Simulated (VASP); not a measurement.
# Hg (C2/m) in VASP: relaxation of cell and atoms with PBE+D3(BJ)

Aim: the relaxation of cell and atoms of Hg with PBE+D3(BJ).

All numbers are computed with VASP 6.6.1; they aren't measurements. Logs are shortened: lines on timing, memory, paths and dates and some standing lists are left out, and cuts for length are marked.

## 1. The cell of the first run

The structure is monoclinic, space group C2/m (No. 12). Conventional cell: a = 6.243 Å, b = 3.609 Å, c = 8.698 Å, α = 90.00°, β = 103.89°, γ = 90.00°. Within 4.5 Å of Hg (site symmetry m) lie 12 Hg at 3.46 to 3.61 Å. Hg (site symmetry 2/m) has 12 Hg at 3.52 to 3.61 Å within 4.6 Å.

## 2. Relaxation of cell and atoms, PBE+D3(BJ)

Contents of INCAR:

```
SYSTEM = Hg
  PREC = Accurate
  ENCUT = 600
  EDIFF = 1E-6
  ISMEAR = -1
  SIGMA = 0.02
  LREAL = .False.
  LASPH = .True.
  NELM = 80
  ALGO = Normal
  ISIF = 3
  LWAVE = .False.
  LCHARG = .False.
  GGA = PE
  IVDW = 12
  IBRION = 2
  NSW = 80
  EDIFFG = -0.005
```

Contents of KPOINTS:

```
Automatic mesh
0
Gamma
  8 8 4
  0 0 0
```

Contents of POSCAR:

```
Hg
1.0
    3.1217354593     -1.8045865800      0.0000000000
    3.1217354593      1.8045865800      0.0000000000
   -2.0874657820      0.0000000000      8.4440744872
Hg
3
Direct
    0.7775275200      0.7775275200      0.3362887300
    0.2224724800      0.2224724800      0.6637112700
    0.0000000000      0.0000000000      0.0000000000
```

Potentials or basis: VASP PAW PBE potentials, release 64 (Hg).

The run is started by

```sh
$ cat potpaw_PBE.64/Hg/POTCAR > POTCAR
$ mpirun -np 1 vasp_std > vasp.out
```

OUTCAR:

```text
SYSTEM = Hg
   PREC = Accurate
   ENCUT = 600
   EDIFF = 1E-6
   ISMEAR = -1
   LREAL = .False.
   LASPH = .True.
   NELM = 80
   ISIF = 3
   GGA = PE
   IVDW = 12
   IBRION = 2
   NSW = 80
   EDIFFG = -0.005
 IVDW          = 12

 ion  position               nearest neighbor table
   1  0.778  0.778  0.336-   2 3.46   2 3.46   2 3.47   3 3.52   3 3.52   3 3.53
   2  0.222  0.222  0.664-   1 3.46   1 3.46   1 3.47   3 3.52   3 3.52   3 3.53
   3  0.000  0.000  0.000-   1 3.52   1 3.52   2 3.52   2 3.52   1 3.53   2 3.53

  LATTYP: Found a base centered monoclinic cell.
 ALAT       =     6.2434709186
 B/A-ratio  =     0.5780715898
 C/A-ratio  =     1.3931786466
 COS(beta)  =    -0.2399863070

  Lattice vectors:

 A1 = (   3.1217354593,  -1.8045865800,   0.0000000000)
 A2 = (   3.1217354593,   1.8045865800,   0.0000000000)
 A3 = (  -2.0874657820,   0.0000000000,   8.4440744872)

Analysis of symmetry for initial positions (statically):
=====================================================================
 Subroutine PRICEL returns:
 Original cell was already a primitive cell.

 Routine SETGRP: Setting up the symmetry group for a
 base centered monoclinic supercell.

 Subroutine GETGRP returns: Found  4 space group operations
 (whereof  4 operations were pure point group operations)
 out of a pool of  4 trial point group operations.

The static configuration has the point symmetry C_2h.

Analysis of symmetry for dynamics (positions and initial velocities):
=====================================================================
 Subroutine PRICEL returns:
 Original cell was already a primitive cell.

 Routine SETGRP: Setting up the symmetry group for a
 base centered monoclinic supercell.

 Subroutine GETGRP returns: Found  4 space group operations
 (whereof  4 operations were pure point group operations)
 out of a pool of  4 trial point group operations.

The dynamic configuration has the point symmetry C_2h.

 Subroutine INISYM returns: Found  4 space group operations
 (whereof  4 operations are pure point group operations),
 and found     1 'primitive' translations

----------------------------------------------------------------------------------------

                                     Primitive cell

  volume of cell :      95.1384

  direct lattice vectors                    reciprocal lattice vectors
     3.121735459 -1.804586580  0.000000000     0.160167319 -0.277071771  0.039595079
     3.121735459  1.804586580  0.000000000     0.160167319  0.277071771  0.039595079
    -2.087465782  0.000000000  8.444074487     0.000000000  0.000000000  0.118426241

  length of vectors
[... 92 lines left out ...]
   POTIM  = 0.5000    time-step for ionic-motion
   TEBEG  =    0.0;   TEEND  =   0.0 temperature during run
   PSTRESS=    0.0 pullay stress
   NELECT =      36.0000    total number of electrons
   NUPDOWN=      -1.0000    fix difference up-down
   EMIN   =  10.00;   EMAX   =-10.00  energy-range for DOS
   EFERMI =   0.00;   METHOD = LEGACY
   ISMEAR =    -1;   SIGMA  =   0.02  broadening in eV -4-tet -1-fermi 0-gaus
   EFERMI_NEDOS =   21; number of points for ismear=-14 and -15
   IALGO  =     38    algorithm
   IMIX   =      4    mixing-type and parameters
     AMIX     =   0.40;   BMIX     =  1.00
     AMIX_MAG =   1.60;   BMIX_MAG =  1.00
  volume/ion in A,a.u.               =      31.71       214.01
  Fermi-wavevector in a.u.,A,eV,Ry     =   1.184105  2.237635 19.076806  1.402106
  Thomas-Fermi vector in A             =   2.320326
   LORBIT       =      0    0 simple, 1 ext, 2 COOP (PROOUT), +10 PAW based schemes
   GGA     = PE    functional components
   LHFCALC =     F    Hartree Fock is set to
   AEXX    =    0.0000 exact exchange contribution
   IVDW    =    12    specifies the selected vdW correction
   LEPSILON=     F    determine dielectric tensor
   LRPA    =     F    only Hartree local field effects (RPA)
 conjugate gradient relaxation of ions
 non-spin polarized calculation
  energy-cutoff  :      600.00
  volume of cell :       95.14
 maximum number of plane-waves:      3192
 NGX is ok and might be reduce to    30
   NGX = 15   NGY = 15   NGZ = 35

--------------------------------------- Ionic step        1  -------------------------------------------

 number of electron      36.0000004 magnetization

 Free energy of the ion-electron system (eV)
  ---------------------------------------------------
  ext. energy  EPLUGINS =         0.00000000
  ---------------------------------------------------
  free energy    TOTEN  =        -0.55967280 eV

  energy without entropy =       -0.55967243  energy(sigma->0) =       -0.55967262

------------------------ aborting loop because EDIFF is reached ----------------------------------------

 Edisp (eV)   -0.99456

 E8    (eV) :    -0.4543
[... 73 lines left out ...]
--------------------------------------- Ionic step        3  -------------------------------------------

 number of electron      36.0000002 magnetization

 E-fermi :   1.1445     XC(G=0):  -9.9475

 val. band max:        1.1442012972   @ k =  -0.2500   0.2500   0.5000
 cond. band min:       1.1646943401   @ k =   0.5000   0.2500   0.2500
 fundamental gap:      0.0204930429
 Fermi energy:         1.1444670561

 k-point     1 :       0.0000    0.0000    0.0000
  band No.  band energies     occupation
      1      -6.2471      2.00000
      2      -5.5029      2.00000
      3      -5.4570      2.00000
      4      -5.0104      2.00000
      5      -5.0056      2.00000
      6      -4.9429      2.00000
[... 625 lines left out ...]
  FREE ENERGIE OF THE ION-ELECTRON SYSTEM (eV)
  ---------------------------------------------------
  free  energy   TOTEN  =        -1.6464064320 eV

  energy  without entropy=       -1.6455683271  energy(sigma->0) =       -1.64598738

[... ionic steps 4 to 44 ...]

--------------------------------------- Ionic step       45  -------------------------------------------

 number of electron      36.0000002 magnetization

------------------------ aborting loop because EDIFF is reached ----------------------------------------
[... 77 lines left out ...]
--------------------------------------- Ionic step       47  -------------------------------------------

 number of electron      36.0000004 magnetization

 Free energy of the ion-electron system (eV)
  ---------------------------------------------------
  ext. energy  EPLUGINS =         0.00000000
  ---------------------------------------------------
  free energy    TOTEN  =        -0.44668301 eV

  energy without entropy =       -0.44625908  energy(sigma->0) =       -0.44647105

 E-fermi :   1.8057     XC(G=0): -10.4063

 val. band max:        1.7933364030   @ k =   0.1250   0.1250   0.5000
 cond. band min:       1.9130313183   @ k =  -0.2500   0.2500   0.5000
 fundamental gap:      0.1196949154
 Fermi energy:         1.8056953177

 k-point     1 :       0.0000    0.0000    0.0000
  band No.  band energies     occupation
      1      -6.2761      2.00000
      2      -5.3471      2.00000
      3      -5.3415      2.00000
      4      -4.6957      2.00000
      5      -4.6566      2.00000
      6      -4.6392      2.00000
[... 625 lines left out ...]
  FREE ENERGIE OF THE ION-ELECTRON SYSTEM (eV)
  ---------------------------------------------------
  free  energy   TOTEN  =        -1.6719434950 eV

  energy  without entropy=       -1.6715195576  energy(sigma->0) =       -1.67173153

 reached required accuracy - stopping structural energy minimisation
```

Wall time 29 min (1 thread of Intel Xeon 6975P-C (Granite Rapids), shared host); peak memory 0.36 GiB.

What came out:

- Free energy: -1.6719 eV
- Relaxed volume: 25.63 Å³/atom
- Relaxed cell: a = 3.297 Å, b = 3.297 Å, c = 8.235 Å, α = 99.97°, β = 99.97°, γ = 61.26°
- Space group after relaxing (to 0.1 Å): C2/m (No. 12)
- Energy gained by relaxing: 39.2 meV/atom
- Ionic steps: 47
- Pressure after relaxing: 0.0 GPa
- Band gap on the k mesh: zero (bands 18 and 19 overlap by 1.14 eV)
- Dispersion energy per atom: -0.408 eV

Forces in eV/Å, atoms in the order of the input:
```
Hg  -0.002  0.000 -0.002
Hg   0.002  0.000  0.002
Hg   0.000  0.000  0.000
```

Step by step:
```tsv
step	energy change (eV)	largest force (eV/Å)	pressure (GPa)	volume (Å³)
1	0.0000	0.0013	-1.63	95.14
3	-0.0922	0.0283	-0.85	83.63
5	-0.1072	0.0396	-0.41	80.03
7	-0.1097	0.0487	0.01	77.79
9	-0.1153	0.0108	0.08	77.08
11	-0.1161	0.0154	-0.08	77.32
13	-0.1163	0.0191	-0.24	77.65
15	-0.1163	0.0183	-0.17	77.58
17	-0.1168	0.0182	-0.06	77.26
19	-0.1169	0.0182	-0.09	77.21
21	-0.1169	0.0182	-0.07	77.18
23	-0.1171	0.0143	0.02	76.95
25	-0.1172	0.0108	-0.02	76.95
27	-0.1172	0.0097	-0.06	77.06
29	-0.1172	0.0098	-0.04	77.04
31	-0.1173	0.0105	0.01	76.91
33	-0.1174	0.0063	-0.03	76.92
35	-0.1174	0.0062	0.02	76.78
37	-0.1175	0.0056	0.06	76.67
39	-0.1176	0.0045	-0.02	76.92
41	-0.1176	0.0042	0.00	76.91
43	-0.1176	0.0043	0.00	76.99
45	-0.1177	0.0034	-0.01	76.95
47	-0.1177	0.0027	0.00	76.89
```

Final structure:
```xyz
3
Lattice="2.8370 -1.6799 0.0427 2.8370 1.6799 0.0427 -1.7774 0.0000 8.0404" Properties=species:S:1:pos:R:3 pbc="T T T"
Hg    3.7593    0.0000    2.7537
Hg    0.1373    0.0000    5.3721
Hg    0.0000    0.0000    0.0000
```

Caveat: the volume moved by over 15 % at a fixed basis, so the end points are rough; spin-orbit coupling is left out, which moves the levels of the heavy elements.

The gap in the log of VASP goes by the Fermi energy; the results here count the filled bands.